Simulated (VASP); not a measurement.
# Ge5As (F-43m) in VASP: relaxation of cell and atoms with PBE

Aim: the relaxation of cell and atoms of Ge5As with PBE.

Program: VASP 6.6.1. These are calculated values, not measurements. Logs are shortened: lines on timing, memory, paths and dates and some standing lists are left out, and cuts for length are marked.

## 1. The cell of the first run

The structure is cubic, space group F-43m (No. 216). The conventional cell has a = 7.905 Å, b = 7.905 Å, c = 7.905 Å, α = 90.00°, β = 90.00°, γ = 90.00°. Within 3.7 Å of Ge (site symmetry 3m) lie 9 Ge at 2.77 to 3.27 Å and 3 As at 3.28 Å. Ge (site symmetry -43m) has 12 Ge at 3.27 Å and 4 As at 3.42 Å within 4.3 Å. Within 4.3 Å of As (site symmetry -43m) lie 16 Ge at 3.28 to 3.42 Å.

The cell was generated, and may not be a known phase.

## 2. Relaxation of cell and atoms, PBE

INCAR

```
PREC     = Accurate       # precision mode
ENCUT    = 600            # plane-wave cutoff, eV
EDIFF    = 1E-6           # SCF threshold, eV
ISMEAR   = 0              # smearing method
SIGMA    = 0.1            # smearing width, eV
LREAL    = F              # projectors in reciprocal space
LASPH    = T              # aspherical terms in the spheres
NELM     = 60             # most SCF steps
ALGO     = Normal         # electronic algorithm
ISIF     = 3              # what is computed and relaxed
LWAVE    = F              # write WAVECAR
LCHARG   = F              # write CHGCAR
GGA      = PE             # functional
IBRION   = 2              # ionic algorithm
NSW      = 100            # ionic steps
EDIFFG   = -0.01          # ionic threshold
```

KPOINTS

```
regular mesh
0
Gamma
  8 8 8
```

POSCAR

```
Ge5As
1.0
    0.0000000000      3.9526055000      3.9526055000
    3.9526055000      0.0000000000      3.9526055000
    3.9526055000      3.9526055000      0.0000000000
Ge As
5 1
Direct
    0.3719714300      0.8760095200      0.8760095200
    0.8760095200      0.8760095200      0.8760095200
    0.2500000000      0.2500000000      0.2500000000
    0.8760095200      0.8760095200      0.3719714300
    0.8760095200      0.3719714300      0.8760095200
    0.5000000000      0.5000000000      0.5000000000
```

Potentials or basis: VASP PAW PBE potentials, release 64 (Ge_d, As).

Started as:

```sh
> cat potpaw_PBE.64/Ge_d/POTCAR potpaw_PBE.64/As/POTCAR > POTCAR
> mpirun -np 1 vasp_std > vasp.out
```

OUTCAR:

```text
PREC = Accurate
   ENCUT = 600
   EDIFF = 1E-6
   ISMEAR = 0
   LREAL = F
   LASPH = T
   NELM = 60
   ISIF = 3
   GGA = PE
   IBRION = 2
   NSW = 100
   EDIFFG = -0.01

 ion  position               nearest neighbor table
   1  0.372  0.876  0.876-   2 2.77   4 2.77   5 2.77   2 2.82   4 2.82   5 2.82
   2  0.876  0.876  0.876-   1 2.77   4 2.77   5 2.77   4 2.82   5 2.82   1 2.82
   3  0.250  0.250  0.250-
   4  0.876  0.876  0.372-   1 2.77   2 2.77   5 2.77   2 2.82   5 2.82   1 2.82
   5  0.876  0.372  0.876-   1 2.77   2 2.77   4 2.77   4 2.82   2 2.82   1 2.82
   6  0.500  0.500  0.500-

  LATTYP: Found a face centered cubic cell.
 ALAT       =     7.9052110000

  Lattice vectors:

 A1 = (   0.0000000000,   3.9526055000,   3.9526055000)
 A2 = (   3.9526055000,   0.0000000000,   3.9526055000)
 A3 = (   3.9526055000,   3.9526055000,   0.0000000000)

Analysis of symmetry for initial positions (statically):
=====================================================================
 Subroutine PRICEL returns:
 Original cell was already a primitive cell.

 Routine SETGRP: Setting up the symmetry group for a
 face centered cubic supercell.

 Subroutine GETGRP returns: Found 24 space group operations
 (whereof 24 operations were pure point group operations)
 out of a pool of 48 trial point group operations.

The static configuration has the point symmetry T_d .

Analysis of symmetry for dynamics (positions and initial velocities):
=====================================================================
 Subroutine PRICEL returns:
 Original cell was already a primitive cell.

 Routine SETGRP: Setting up the symmetry group for a
 face centered cubic supercell.

 Subroutine GETGRP returns: Found 24 space group operations
 (whereof 24 operations were pure point group operations)
 out of a pool of 48 trial point group operations.

The dynamic configuration has the point symmetry T_d .

 Subroutine INISYM returns: Found 24 space group operations
 (whereof 24 operations are pure point group operations),
 and found     1 'primitive' translations

----------------------------------------------------------------------------------------

                                     Primitive cell

  volume of cell :     123.5038

  direct lattice vectors                    reciprocal lattice vectors
     0.000000000  3.952605500  3.952605500    -0.126498837  0.126498837  0.126498837
     3.952605500  0.000000000  3.952605500     0.126498837 -0.126498837  0.126498837
     3.952605500  3.952605500  0.000000000     0.126498837  0.126498837 -0.126498837

  length of vectors
     5.589828305  5.589828305  5.589828305     0.219102413  0.219102413  0.219102413

  position of ions in fractional coordinates (direct lattice)
     0.371971430  0.876009520  0.876009520
     0.876009520  0.876009520  0.876009520
     0.250000000  0.250000000  0.250000000
     0.876009520  0.876009520  0.371971430
     0.876009520  0.371971430  0.876009520
     0.500000000  0.500000000  0.500000000

  ion indices of the primitive-cell ions
   primitive index   ion index
                 1           1
                 2           2
                 3           3
                 4           4
                 5           5
                 6           6

----------------------------------------------------------------------------------------

 KPOINTS: regular mesh

Automatic generation of k-mesh.
 Grid dimensions read from file:
 generate k-points for:    8    8    8

 Generating k-lattice:

  Cartesian coordinates                     Fractional coordinates (reciprocal lattice)
    -0.015812355  0.015812355  0.015812355     0.125000000  0.000000000  0.000000000
     0.015812355 -0.015812355  0.015812355     0.000000000  0.125000000  0.000000000
     0.015812355  0.015812355 -0.015812355     0.000000000  0.000000000  0.125000000

  Length of vectors
     0.027387802  0.027387802  0.027387802

  Shift w.r.t. Gamma in fractional coordinates (k-lattice)
     0.000000000  0.000000000  0.000000000

 Subroutine IBZKPT returns following result:
 ===========================================

 Found     29 irreducible k-points:

 Following reciprocal coordinates:
            Coordinates               Weight
  0.000000  0.000000  0.000000      1.000000
  0.125000  0.000000  0.000000      8.000000
  0.250000  0.000000  0.000000      8.000000
  0.375000  0.000000  0.000000      8.000000
  0.500000  0.000000  0.000000      4.000000
  0.125000  0.125000  0.000000      6.000000
[... 16 lines left out ...]
  0.500000  0.250000  0.125000     48.000000
 -0.375000  0.250000  0.125000     24.000000
 [... further k-points ...]
   k-points           NKPTS =     29   k-points in BZ     NKDIM =     29   number of bands    NBANDS=     45
   number of dos      NEDOS =    301   number of ions     NIONS =      6
   total plane-waves  NPLWV = 110592
   dimension x,y,z NGX =    48 NGY =   48 NGZ =   48
   dimension x,y,z NGXF=    96 NGYF=   96 NGZF=   96
   ions per type =               5   1
   NGX,Y,Z   is equivalent  to a cutoff of  14.28, 14.28, 14.28 a.u.
   NGXF,Y,Z  is equivalent  to a cutoff of  28.55, 28.55, 28.55 a.u.
 SYSTEM =  unknown system
   PREC   = accura    normal or accurate (medium, high low for compatibility)
   ISTART =      0    job   : 0-new  1-cont  2-samecut
   ICHARG =      2    charge: 1-file 2-atom 10-const
   ISPIN  =      1    spin polarized calculation?
   LNONCOLLINEAR =      F non collinear calculations
   LSORBIT =      F    spin-orbit coupling
   LASPH  =      T    aspherical Exc in radial PAW
   ENCUT  =  600.0 eV  44.10 Ry    6.64 a.u.  11.16 11.16 11.16*2*pi/ulx,y,z
   NELM   =     60;   NELMIN=  2; NELMDL= -5     # of ELM steps
   EDIFF  = 0.1E-05   stopping-criterion for ELM
   LREAL  =      F    real-space projection
   EDIFFG = -.1E-01   stopping-criterion for IOM
   NSW    =    100    number of steps for IOM
   IBRION =      2    ionic relax: 0-MD 1-quasi-New 2-CG
   NFREE  =      1    steps in history (QN), initial steepest desc. (CG)
   ISIF   =      3    stress and relaxation
   ISYM   =      2    0-nonsym 1-usesym 2-fastsym
   POTIM  = 0.5000    time-step for ionic-motion
   TEBEG  =    0.0;   TEEND  =   0.0 temperature during run
   PSTRESS=    0.0 pullay stress
   NELECT =      75.0000    total number of electrons
   NUPDOWN=      -1.0000    fix difference up-down
   EMIN   =  10.00;   EMAX   =-10.00  energy-range for DOS
   EFERMI =   0.00;   METHOD = LEGACY
   ISMEAR =     0;   SIGMA  =   0.10  broadening in eV -4-tet -1-fermi 0-gaus
   EFERMI_NEDOS =   21; number of points for ismear=-14 and -15
   IALGO  =     38    algorithm
   IMIX   =      4    mixing-type and parameters
     AMIX     =   0.40;   BMIX     =  1.00
     AMIX_MAG =   1.60;   BMIX_MAG =  1.00
  volume/ion in A,a.u.               =      20.58       138.91
  Fermi-wavevector in a.u.,A,eV,Ry     =   1.386336  2.619795 26.149405  1.921927
  Thomas-Fermi vector in A             =   2.510661
   LORBIT       =      0    0 simple, 1 ext, 2 COOP (PROOUT), +10 PAW based schemes
   GGA     = PE    functional components
   LHFCALC =     F    Hartree Fock is set to
   AEXX    =    0.0000 exact exchange contribution
   IVDW    =     0    specifies the selected vdW correction
   LEPSILON=     F    determine dielectric tensor
   LRPA    =     F    only Hartree local field effects (RPA)
 conjugate gradient relaxation of ions
 non-spin polarized calculation
 Gauss-broadening in eV      SIGMA  =   0.10
  energy-cutoff  :      600.00
  volume of cell :      123.50
 maximum number of plane-waves:      4156
 NGX is ok and might be reduce to    48
   NGX = 23   NGY = 23   NGZ = 23

--------------------------------------- Ionic step        1  -------------------------------------------

 number of electron      74.9999987 magnetization

 Free energy of the ion-electron system (eV)
  ---------------------------------------------------
  ext. energy  EPLUGINS =         0.00000000
  ---------------------------------------------------
  free energy    TOTEN  =       -24.39754744 eV

  energy without entropy =      -24.37855834  energy(sigma->0) =      -24.38805289

------------------------ aborting loop because EDIFF is reached ----------------------------------------

  FORCE on cell =-STRESS in cart. coord.  units (eV):
  Direction    XX          YY          ZZ          XY          YZ          ZX
  --------------------------------------------------------------------------------------
  -------------------------------------------------------------------------------------
  Total       -0.9715490     -0.9715490     -0.9715490      0.0000000      0.0000000      0.0000000
  in kB      -12.6036075    -12.6036075    -12.6036075      0.0000000      0.0000000      0.0000000
  external PRESSURE =     -12.6036075 kB  Pullay stress =       0.0000000 kB
[... 145 lines left out ...]
  energy  without entropy=      -24.3962290160  energy(sigma->0) =      -24.40417813

--------------------------------------- Ionic step        5  -------------------------------------------

 number of electron      75.0000021 magnetization

 Free energy of the ion-electron system (eV)
  ---------------------------------------------------
  ext. energy  EPLUGINS =         0.00000000
  ---------------------------------------------------
  free energy    TOTEN  =       -24.41228713 eV

  energy without entropy =      -24.39648297  energy(sigma->0) =      -24.40438505

 E-fermi :   6.0776     XC(G=0): -10.8739

 val. band max:        6.0341274464   @ k =  -0.1250   0.1250   0.0000
 cond. band min:       6.0813336693   @ k =  -0.2500   0.5000   0.2500
 fundamental gap:      0.0472062229
 Fermi energy:         6.0775729654

 k-point     1 :       0.0000    0.0000    0.0000
  band No.  band energies     occupation
      1     -18.9193      2.00000
      2     -18.9193      2.00000
      3     -18.9181      2.00000
      4     -18.9181      2.00000
      5     -18.9181      2.00000
      6     -18.8237      2.00000
[... 1141 lines left out ...]
     44       9.2112      0.00000
     45      10.0003      0.00000

 [... further k-points ...]
[... 5 lines left out ...]
  --------------------------------------------------------------------------------------
  -------------------------------------------------------------------------------------
  Total        0.0498003      0.0498003      0.0498003     -0.0000000     -0.0000000      0.0000000
  in kB        0.6602074      0.6602074      0.6602074     -0.0000000     -0.0000000      0.0000000
  external PRESSURE =       0.6602074 kB  Pullay stress =       0.0000000 kB
[... 21 lines left out ...]
  FREE ENERGIE OF THE ION-ELECTRON SYSTEM (eV)
  ---------------------------------------------------
  free  energy   TOTEN  =       -24.4122871312 eV

  energy  without entropy=      -24.3964829745  energy(sigma->0) =      -24.40438505

 reached required accuracy - stopping structural energy minimisation
```

Run time: 17 min. Hardware: 1 thread of Intel Xeon 8259CL, shared host; peak memory 0.44 GiB.

What came out:

| Item | Value |
| --- | --- |
| Free energy | -24.4123 eV |
| Relaxed volume | 20.14 Å³/atom |
| Relaxed cell | a = 5.550 Å, b = 5.550 Å, c = 5.550 Å, α = 60.00°, β = 60.00°, γ = 60.00° |
| Space group after relaxing (to 0.1 Å) | F-43m (No. 216) |
| Energy gained by relaxing | 2.5 meV/atom |
| Ionic steps | 5 |
| Pressure after relaxing | 0.1 GPa |
| Band gap on the k mesh | zero (an odd number of electrons rules out a gap without spin polarisation) |

Step by step:
```tsv
step	energy change (eV)	largest force (eV/Å)	pressure (GPa)	volume (Å³)
1	0.0000	0.1602	-1.26	123.50
2	-0.0133	0.0900	0.16	120.63
3	-0.0133	0.0892	0.15	120.63
4	-0.0146	0.0282	0.11	120.78
5	-0.0147	0.0009	0.07	120.85
```

Final structure:
```yaml
crystal:
  lattice:
    - [0.00000, 3.92413, 3.92413]
    - [3.92413, 0.00000, 3.92413]
    - [3.92413, 3.92413, 0.00000]
  atoms:
    - { symbol: Ge, position: [0.37524, 0.87492, 0.87492] }
    - { symbol: Ge, position: [0.87492, 0.87492, 0.87492] }
    - { symbol: Ge, position: [0.25000, 0.25000, 0.25000] }
    - { symbol: Ge, position: [0.87492, 0.87492, 0.37524] }
    - { symbol: Ge, position: [0.87492, 0.37524, 0.87492] }
    - { symbol: As, position: [0.50000, 0.50000, 0.50000] }
```

Levels at points of the mesh, in eV from the Fermi level:
```
           k point  band 33  band 34  band 35  band 36  band 37  band 38  band 39  band 40  band 41  band 42
(0.00, 0.00, 0.00)    -4.30    -4.30    -4.30    -1.90    -1.90    -1.90    -1.63    -1.63     3.55     3.55
(0.50, 0.00, 0.00)    -4.40    -3.41    -1.13    -0.86    -0.86    -0.06    -0.06     1.66     2.22     2.80
(0.50, 0.50, 0.00)    -1.94    -1.59    -1.59     0.22     0.22     0.27     0.79     0.81     1.16     1.79
```

Caveat: an odd number of electrons without spin polarisation forces a metal; a magnetic or distorted state may lie lower.

The gap in the log of VASP goes by the Fermi energy; the results here count the filled bands.